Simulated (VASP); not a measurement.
# LiAl15HN16 (a cell with a defect) in VASP: a series of runs

Runs on LiAl15HN16 (a cell with a defect). Level: PBE. Tasks: single point.

All numbers are computed with VASP 6.6.1; they aren't measurements. Logs are shortened: lines on timing, memory, paths and dates and some standing lists are left out, and cuts for length are marked.

### Step 1. The cell of the first run

The cell holds a defect, 33 atoms: a = 6.260 Å, b = 6.260 Å, c = 10.035 Å, α = 90.00°, β = 90.00°, γ = 120.00°.

### Step 2. Single point, PBE

INCAR

```
SYSTEM = LiAl15HN16
PREC = Accurate
ENCUT = 520
EDIFF = 1E-7
ISMEAR = 0
SIGMA = 0.01
LREAL = Auto
LASPH = .True.
NELM = 100
ALGO = Normal
ISIF = 2
LWAVE = .False.
LCHARG = .False.
GGA = PE
NBANDS = 86
NELECT = 130.0
```

KPOINTS

```
Automatic mesh
0
Gamma
  1 1 1
  0.25 0.25 0.25
```

POSCAR

```
LiAl15HN16
1.0
    6.2595139102      0.0000000601      0.0000000000
   -3.1297570100      5.4208980298      0.0000000000
    0.0000000000      0.0000000000     10.0348065900
Al Li N H
15 1 16 1
Direct
    0.3278852461      0.1709487830      0.2427576860
    0.3305675107      0.1682952497      0.7506007914
    0.1637852407      0.3350693997      0.9961476566
    0.3297331464      0.6664402803      0.2547798633
    0.1546838356      0.8157683090      0.5046182091
    0.3300276967      0.6607137961      0.7488475315
    0.1645838975      0.8334003053      1.0003299583
    0.8323907505      0.1690746238      0.2546820513
    0.6836175165      0.3445480126      0.5046914459
    0.8379262837      0.1686288442      0.7489243596
    0.6655134019      0.3343742011      1.0003227209
    0.8305928467      0.6681871725      0.2507664725
    0.6611702914      0.8376185900      0.4998169596
    0.8304185725      0.6685909171      0.7518420891
    0.6634601366      0.8353015466      1.0013589272
    0.1682756696      0.3304595718      0.5032060865
    0.3504644320      0.1486433810      0.4319395423
    0.1639013169      0.3350768490      0.1872089631
    0.3315931307      0.1673345487      0.9423806769
    0.1679970456      0.3305463812      0.7016682659
    0.3354844403      0.6802517781      0.4386056655
    0.1636474799      0.8325560204      0.1887295781
    0.3312163569      0.6714227769      0.9408168021
    0.1647534818      0.8311176749      0.6928088887
    0.8183909240      0.1631936456      0.4385299048
    0.6662377047      0.3351000297      0.1887179463
    0.8273646122      0.1675693306      0.9408520369
    0.6678950857      0.3342284702      0.6928337313
    0.8290051041      0.6700510932      0.4404117050
    0.6655484157      0.8332551402      0.1897895908
    0.8295203446      0.6693624695      0.9409427523
    0.6660720714      0.8325302798      0.6918974063
    0.4454247283      0.0544919778      0.4048553009
```

Potentials or basis: VASP PAW PBE potentials, release 64 (Al, Li_sv, N, H).

On the command line:

```
cat potpaw_PBE.64/Al/POTCAR potpaw_PBE.64/Li_sv/POTCAR potpaw_PBE.64/N/POTCAR potpaw_PBE.64/H/POTCAR > POTCAR
mpirun -np 1 vasp_std > vasp.out
```

OUTCAR:

```text
SYSTEM = LiAl15HN16
   PREC = Accurate
   ENCUT = 520
   EDIFF = 1E-7
   ISMEAR = 0
   LREAL = Auto
   LASPH = .True.
   NELM = 100
   ISIF = 2
   GGA = PE
   NELECT = 130.0

 ion  position               nearest neighbor table
   1  0.328  0.171  0.243-  18 1.86  26 1.91  22 1.91  17 1.91  33 2.06   7 3.04  11 3.04   3 3.05
                             8 3.10   4 3.10  12 3.13  12 3.13   4 3.17   8 3.17   5 3.26   9 3.26
   2  0.331  0.168  0.751-  20 1.83  24 1.92  28 1.92  19 1.92   3 3.06   6 3.08  10 3.08   7 3.09
                            11 3.09   5 3.12   9 3.12  14 3.13  14 3.13  10 3.17   6 3.18
   3  0.164  0.335  0.996-  19 1.90  23 1.91  27 1.91  18 1.92   6 3.05  10 3.05   1 3.05   2 3.06
                            11 3.12   7 3.12  15 3.13  15 3.13   7 3.14  11 3.14   8 3.16   4 3.16
   4  0.330  0.666  0.255-  21 1.85  22 1.92  18 1.92  30 1.93  13 3.05   5 3.06   1 3.10   8 3.11
                            15 3.12   7 3.12  12 3.13  12 3.13   8 3.15   3 3.16   1 3.17
   5  0.155  0.816  0.505-  21 1.84  29 1.88  24 1.89  17 1.95  33 1.96   9 2.95   6 3.04  14 3.04
                             4 3.06  12 3.10  13 3.10   2 3.12  13 3.16   1 3.26   9 3.31
   6  0.330  0.661  0.749-  20 1.85  24 1.90  32 1.91  23 1.93   5 3.04   3 3.05  13 3.08  10 3.08
                             2 3.08  14 3.11  15 3.11   7 3.12  14 3.15   2 3.18  10 3.18
   7  0.165  0.833  0.000-  23 1.88  22 1.89  19 1.90  31 1.91   1 3.04  14 3.08   2 3.09  12 3.10
                            15 3.12   3 3.12   6 3.12  11 3.12   4 3.12  11 3.14  15 3.14   3 3.14
   8  0.832  0.169  0.255-  25 1.85  26 1.92  18 1.92  30 1.93  13 3.05   9 3.06   1 3.10   4 3.11
                            15 3.12  11 3.12  12 3.13  12 3.13   4 3.15   3 3.16   1 3.17
   9  0.684  0.345  0.505-  25 1.84  29 1.88  28 1.89  33 1.95  17 1.96   5 2.95  10 3.04  14 3.04
                             8 3.06  12 3.10  13 3.11   2 3.12  13 3.16   1 3.26   5 3.31
  10  0.838  0.169  0.749-  20 1.85  28 1.90  32 1.91  27 1.93   9 3.04   3 3.05  13 3.08   6 3.08
                             2 3.08  14 3.11  15 3.11  11 3.12  14 3.15   2 3.17   6 3.18
  11  0.666  0.334  0.000-  27 1.88  26 1.89  19 1.90  31 1.91   1 3.04  14 3.08   2 3.09  12 3.10
                             3 3.12  15 3.12  10 3.12   8 3.12   7 3.12   7 3.14  15 3.14   3 3.14
  12  0.831  0.668  0.251-  30 1.89  29 1.90  22 1.91  26 1.91  15 3.09   9 3.10   5 3.10  11 3.10
                             7 3.10  13 3.10   4 3.13   8 3.13   8 3.13   4 3.13   1 3.13   1 3.13
  13  0.661  0.838  0.500-  25 1.87  21 1.87  29 1.91  32 1.93   4 3.05   8 3.05   6 3.08  10 3.08
                            12 3.10   5 3.10   9 3.11  14 3.12   9 3.16   5 3.16
  14  0.830  0.669  0.752-  32 1.88  31 1.90  24 1.91  28 1.91   9 3.04   5 3.04   7 3.08  11 3.08
                            15 3.09  10 3.11   6 3.11  13 3.12   2 3.13   2 3.13   6 3.15  10 3.15
  15  0.663  0.835  0.001-  30 1.89  31 1.90  23 1.90  27 1.90  14 3.09  12 3.09  10 3.11   6 3.11
                             7 3.12  11 3.12   8 3.12   4 3.12   3 3.13   3 3.13  11 3.14   7 3.14
  16  0.168  0.330  0.503-  20 1.99  21 2.00  25 2.01  17 2.10
  17  0.350  0.149  0.432-  33 1.06   1 1.91   5 1.95   9 1.96  16 2.10
  18  0.164  0.335  0.187-   1 1.86   3 1.92   4 1.92   8 1.92
  19  0.332  0.167  0.942-   3 1.90  11 1.90   7 1.90   2 1.92
  20  0.168  0.331  0.702-   2 1.83  10 1.85   6 1.85  16 1.99
  21  0.335  0.680  0.439-   5 1.84   4 1.85  13 1.87  16 2.00
  22  0.164  0.833  0.189-   7 1.89  12 1.91   1 1.91   4 1.92
  23  0.331  0.671  0.941-   7 1.88  15 1.90   3 1.91   6 1.93
[... 8 lines left out ...]
  32  0.666  0.833  0.692-  14 1.88   6 1.91  10 1.91  13 1.93
  33  0.445  0.054  0.405-  17 1.06   9 1.95   5 1.96   1 2.06

  LATTYP: Found a hexagonal cell.
 ALAT       =     6.2595139102
 C/A-ratio  =     1.6031287308

  Lattice vectors:

 A1 = (   6.2595139102,   0.0000000601,   0.0000000000)
 A2 = (  -3.1297570100,   5.4208980298,   0.0000000000)
 A3 = (   0.0000000000,   0.0000000000,  10.0348065900)

Analysis of symmetry for initial positions (statically):
=====================================================================
 Subroutine PRICEL returns:
 Original cell was already a primitive cell.

 Routine SETGRP: Setting up the symmetry group for a
 hexagonal supercell.

 Subroutine GETGRP returns: Found  1 space group operations
 (whereof  1 operations were pure point group operations)
 out of a pool of 24 trial point group operations.

The static configuration has the point symmetry C_1 .

Analysis of symmetry for dynamics (positions and initial velocities):
=====================================================================
 Subroutine PRICEL returns:
 Original cell was already a primitive cell.

 Routine SETGRP: Setting up the symmetry group for a
 hexagonal supercell.

 Subroutine GETGRP returns: Found  1 space group operations
 (whereof  1 operations were pure point group operations)
 out of a pool of 24 trial point group operations.

The dynamic configuration has the point symmetry C_1 .

 Subroutine INISYM returns: Found  1 space group operations
 (whereof  1 operations are pure point group operations),
 and found     1 'primitive' translations

[... 102 lines left out ...]

  Shift w.r.t. Gamma in fractional coordinates (k-lattice)
     0.250000000  0.250000000  0.250000000

 Subroutine IBZKPT returns following result:
 ===========================================

 Found      6 irreducible k-points:

 Following reciprocal coordinates:
            Coordinates               Weight
  0.250000  0.250000  0.250000      2.000000
 -0.250000  0.500000  0.250000      2.000000
  0.500000  0.250000  0.250000      2.000000
 -0.250000 -0.250000  0.250000      2.000000
  0.250000  0.500000  0.250000      2.000000
  0.500000 -0.250000  0.250000      2.000000
   k-points           NKPTS =      6   k-points in BZ     NKDIM =      6   number of bands    NBANDS=     86
   number of dos      NEDOS =    301   number of ions     NIONS =     33
   total plane-waves  NPLWV = 184320
   dimension x,y,z NGX =    48 NGY =   48 NGZ =   80
   dimension x,y,z NGXF=    96 NGYF=   96 NGZF=  160
   ions per type =              15   1  16   1
   NGX,Y,Z   is equivalent  to a cutoff of  12.75, 12.75, 13.25 a.u.
   NGXF,Y,Z  is equivalent  to a cutoff of  25.50, 25.50, 26.51 a.u.
 SYSTEM =  LiAl15HN16
   PREC   = accura    normal or accurate (medium, high low for compatibility)
   ISTART =      0    job   : 0-new  1-cont  2-samecut
   ICHARG =      2    charge: 1-file 2-atom 10-const
   ISPIN  =      1    spin polarized calculation?
   LNONCOLLINEAR =      F non collinear calculations
   LSORBIT =      F    spin-orbit coupling
   LASPH  =      T    aspherical Exc in radial PAW
   ENCUT  =  520.0 eV  38.22 Ry    6.18 a.u.  11.64 11.64 18.66*2*pi/ulx,y,z
   NELM   =    100;   NELMIN=  2; NELMDL= -5     # of ELM steps
   EDIFF  = 0.1E-06   stopping-criterion for ELM
   LREAL  =      T    real-space projection
   EDIFFG = 0.1E-05   stopping-criterion for IOM
   NSW    =      0    number of steps for IOM
   IBRION =     -1    ionic relax: 0-MD 1-quasi-New 2-CG
   NFREE  =      0    steps in history (QN), initial steepest desc. (CG)
   ISIF   =      2    stress and relaxation
   ISYM   =      2    0-nonsym 1-usesym 2-fastsym
   POTIM  = 0.5000    time-step for ionic-motion
   TEBEG  =    0.0;   TEEND  =   0.0 temperature during run
   PSTRESS=    0.0 pullay stress
   NELECT =     130.0000    total number of electrons
   NUPDOWN=      -1.0000    fix difference up-down
   EMIN   =  10.00;   EMAX   =-10.00  energy-range for DOS
   EFERMI =   0.00;   METHOD = LEGACY
   ISMEAR =     0;   SIGMA  =   0.01  broadening in eV -4-tet -1-fermi 0-gaus
   EFERMI_NEDOS =   21; number of points for ismear=-14 and -15
   IALGO  =     38    algorithm
   IMIX   =      4    mixing-type and parameters
     AMIX     =   0.40;   BMIX     =  1.00
     AMIX_MAG =   1.60;   BMIX_MAG =  1.00
  volume/ion in A,a.u.               =      10.32        69.63
  Fermi-wavevector in a.u.,A,eV,Ry     =   1.187633  2.244301 19.190645  1.410473
  Thomas-Fermi vector in A             =   2.323780
   LORBIT       =      0    0 simple, 1 ext, 2 COOP (PROOUT), +10 PAW based schemes
   GGA     = PE    functional components
   LHFCALC =     F    Hartree Fock is set to
   AEXX    =    0.0000 exact exchange contribution
   IVDW    =     0    specifies the selected vdW correction
   LEPSILON=     F    determine dielectric tensor
   LRPA    =     F    only Hartree local field effects (RPA)
 non-spin polarized calculation
 Gauss-broadening in eV      SIGMA  =   0.01
  energy-cutoff  :      520.00
  volume of cell :      340.50
 maximum number of plane-waves:      9148
 NGX is ok and might be reduce to    48
   NGX = 23   NGY = 23   NGZ = 37

 number of electron     129.9999994 magnetization

 Free energy of the ion-electron system (eV)
  ---------------------------------------------------
  ext. energy  EPLUGINS =         0.00000000
  ---------------------------------------------------
  free energy    TOTEN  =      -232.15056898 eV

  energy without entropy =     -232.15056898  energy(sigma->0) =     -232.15056898

 E-fermi :   6.1684     XC(G=0): -10.8074

 val. band max:        6.0982248369   @ k =  -0.2500   0.5000   0.2500
 cond. band min:      11.0313536878   @ k =   0.5000   0.2500   0.2500
 fundamental gap:      4.9331288509
 Fermi energy:         6.1684046856

 k-point     1 :       0.2500    0.2500    0.2500
  band No.  band energies     occupation
      1     -36.4836      2.00000
      2      -9.7184      2.00000
      3      -8.8483      2.00000
      4      -8.4264      2.00000
      5      -8.2344      2.00000
      6      -8.1868      2.00000
[... 469 lines left out ...]
     76      12.6153      0.00000
     77      12.8508      0.00000
 [bands above 77 left out]

------------------------ aborting loop because EDIFF is reached ----------------------------------------

  FORCE on cell =-STRESS in cart. coord.  units (eV):
  Direction    XX          YY          ZZ          XY          YZ          ZX
  --------------------------------------------------------------------------------------
  -------------------------------------------------------------------------------------
  Total       10.0025878      9.9476554     20.2208470     -0.0830635     -0.4842023      0.8389942
  in kB       47.0654373     46.8069625     95.1456789     -0.3908411     -2.2783297      3.9477411
  external PRESSURE =      63.0060262 kB  Pullay stress =       0.0000000 kB

 VOLUME and BASIS-vectors are now :
 -----------------------------------------------------------------------------
  energy-cutoff  :      520.00
  volume of cell :      340.50
      direct lattice vectors                 reciprocal lattice vectors
     6.259513910  0.000000060  0.000000000     0.159756813  0.092235641  0.000000000
    -3.129757010  5.420898030  0.000000000    -0.000000002  0.184471279  0.000000000
     0.000000000  0.000000000 10.034806590     0.000000000  0.000000000  0.099653141

 POSITION                                       TOTAL-FORCE (eV/Angst)
 -----------------------------------------------------------------------------------
      1.51737      0.92670      2.43603         0.088871     -0.052796      0.028389
      1.54247      0.91231      7.53213         0.139391     -0.073800      0.019766
     -0.02347      1.81638      9.99615        -0.124012      0.069170      0.006976
     -0.02183      3.61270      2.55667         0.130841     -0.050429     -0.018391
     -1.58491      4.42220      5.06375        -0.094652      0.137089      0.004147
     -0.00206      3.58166      7.51454         0.111807     -0.078852     -0.004472
[... 25 lines left out ...]
      1.56367      4.51306      6.94306        -0.187828      0.118093     -0.074012
      2.61760      0.29540      4.06264         0.082366     -0.053372     -0.014305
 -----------------------------------------------------------------------------------
    total drift:                               -0.003657      0.007105      0.016917

  FREE ENERGIE OF THE ION-ELECTRON SYSTEM (eV)
  ---------------------------------------------------
  free  energy   TOTEN  =      -232.1505689846 eV

  energy  without entropy=     -232.1505689846  energy(sigma->0) =     -232.15056898
```

Run time: 11 min. Hardware: 1 thread of Intel Xeon 8259CL, shared host; peak memory 0.5 GiB.

Results:

- Free energy: -232.1506 eV
- Largest force: 0.251 eV/Å

Forces in eV/Å, atoms in the order of the input:
```
Al   0.089 -0.053  0.028
Al   0.139 -0.074  0.020
Al  -0.124  0.069  0.007
Al   0.131 -0.050 -0.018
Al  -0.095  0.137  0.004
Al   0.112 -0.079 -0.004
Al  -0.115  0.070  0.001
Al   0.113 -0.086 -0.012
Al  -0.180  0.002  0.005
Al   0.122 -0.059 -0.007
Al  -0.118  0.060  0.000
Al   0.091 -0.051  0.008
Al  -0.079  0.039  0.003
Al   0.134 -0.080  0.012
Al  -0.118  0.071  0.014
Li  -0.066  0.042 -0.016
N    0.089 -0.046  0.047
N   -0.205  0.111 -0.014
N    0.188 -0.111  0.018
N   -0.214  0.131  0.006
N    0.199 -0.067 -0.021
N   -0.152  0.097  0.001
N    0.191 -0.106 -0.010
N   -0.158  0.098  0.027
N    0.162 -0.131 -0.021
N   -0.160  0.091  0.001
N    0.188 -0.111 -0.008
N   -0.170  0.083  0.029
N    0.101 -0.057  0.005
N   -0.160  0.091 -0.010
N    0.171 -0.095 -0.007
N   -0.188  0.118 -0.074
H    0.082 -0.053 -0.014
```

Caveat: the k points lie up to 0.58 Å⁻¹ apart; the cell carries a net charge on a neutralising background, which shifts energy and pressure; the cell is charged against a uniform background, so pressure and absolute levels hang on convention; the cutoff is under 1.25 times the usual one of these potentials, so pressure, stress and relaxed cells hold a basis-set (Pulay) error.

### Step 3. Single point, PBE

INCAR

```
SYSTEM = LiAl15HN16
  PREC = Accurate
  ENCUT = 520
  EDIFF = 1E-6
  ISMEAR = 0
  SIGMA = 0.01
  LREAL = Auto
  LASPH = .TRUE.
  NELM = 80
  ALGO = Normal
  ISIF = 2
  LWAVE = .FALSE.
  LCHARG = .FALSE.
  GGA = PE
  NBANDS = 86
  NELECT = 128.0
```

KPOINTS is that of step 2.

POSCAR

```
LiAl15HN16
1.0
    6.2595139102      0.0000000601      0.0000000000
   -3.1297570100      5.4208980298      0.0000000000
    0.0000000000      0.0000000000     10.0348065900
Al Li N H
15 1 16 1
Direct
    0.3310944845      0.1691777220      0.2406905098
    0.3324024384      0.1670305728      0.7504909287
    0.1615398735      0.3361476704      1.0002121912
    0.3349701792      0.6688825330      0.2495100679
    0.1554268658      0.8196389586      0.5084998534
    0.3350292373      0.6727938407      0.7509386678
    0.1612307830      0.8322279191      0.9994753949
    0.8281222976      0.1636735354      0.2502110614
    0.6820641001      0.3453567771      0.5085416247
    0.8273452785      0.1650745344      0.7513752276
    0.6645193241      0.3364926850      1.0003633827
    0.8326895206      0.6663813448      0.2501294634
    0.6712075510      0.8308529872      0.5064671785
    0.8307244449      0.6683847564      0.7555658563
    0.6644624873      0.8335243653      1.0012474073
    0.1721914085      0.3250979598      0.4721427311
    0.3533099345      0.1487119201      0.4326498866
    0.1636463509      0.3336889149      0.1931680703
    0.3265807052      0.1696429588      0.9422591583
    0.1645604192      0.3361041708      0.7032946683
    0.3500800563      0.6939344887      0.4399201284
    0.1670652322      0.8327200128      0.1889606656
    0.3293679246      0.6691226763      0.9416880281
    0.1644310723      0.8336211330      0.6943496825
    0.8054394203      0.1494246534      0.4396014145
    0.6668140635      0.3334208008      0.1892167904
    0.8280696969      0.1688256305      0.9423669013
    0.6663780776      0.3352546735      0.6944048820
    0.8342595958      0.6669122561      0.4412060207
    0.6672974318      0.8306207038      0.1898598670
    0.8288466006      0.6686869407      0.9424726564
    0.6672857042      0.8327586363      0.6943471133
    0.4467660149      0.0564409032      0.4031741433
```

Potentials or basis: VASP PAW PBE potentials, release 64 (Al, Li_sv, N, H).

On the command line:

```
cat potpaw_PBE.64/Al/POTCAR potpaw_PBE.64/Li_sv/POTCAR potpaw_PBE.64/N/POTCAR potpaw_PBE.64/H/POTCAR > POTCAR
mpirun -np 1 vasp_std > vasp.out
```

It took 13 min on 1 thread of Intel Xeon 8259CL, shared host; peak memory 0.5 GiB.

The run converged. Its results:

| Quantity | Value |
| --- | --- |
| Free energy | -243.6807 eV |
| Largest force | 0.250 eV/Å |

Forces in eV/Å, atoms in the order of the input:
```
Al   0.066 -0.133 -0.006
Al   0.099 -0.030  0.021
Al  -0.122  0.044  0.008
Al  -0.013 -0.048  0.021
Al  -0.038  0.195 -0.005
Al   0.068 -0.129  0.016
Al  -0.101  0.100  0.083
Al   0.161 -0.018 -0.126
Al  -0.241 -0.004  0.046
Al   0.140 -0.005  0.040
Al  -0.106  0.043 -0.056
Al   0.217 -0.027 -0.036
Al  -0.015 -0.142  0.116
Al   0.153 -0.076  0.018
Al  -0.117  0.081 -0.071
Li   0.017  0.036  0.133
N    0.122 -0.127  0.058
N   -0.208  0.137 -0.026
N    0.241 -0.052 -0.001
N   -0.161  0.050  0.030
N    0.063 -0.129 -0.115
N   -0.212  0.040  0.043
N    0.194 -0.092  0.029
N   -0.165  0.081 -0.005
N    0.147  0.106 -0.090
N   -0.144  0.078  0.042
N    0.205 -0.121 -0.034
N   -0.165  0.080 -0.020
N    0.037 -0.045 -0.030
N   -0.169  0.144  0.037
N    0.162 -0.101 -0.012
N   -0.154  0.119 -0.075
H    0.041 -0.056 -0.032
```

Levels at points of the mesh, in eV from the Fermi level:
```csv
k point,band 60,band 61,band 62,band 63,band 64,band 65,band 66,band 67,band 68,band 69
"(0.25, 0.25, 0.25)",-0.63,-0.57,-0.49,-0.40,-0.21,0.13,5.76,6.17,6.38,6.48
```

Caveat: the k points lie up to 0.58 Å⁻¹ apart; the cell carries a net charge on a neutralising background, which shifts energy and pressure; the cell is charged against a uniform background, so pressure and absolute levels hang on convention; the cutoff is under 1.25 times the usual one of these potentials, so pressure, stress and relaxed cells hold a basis-set (Pulay) error.

(Continued in part 2 of 2.)
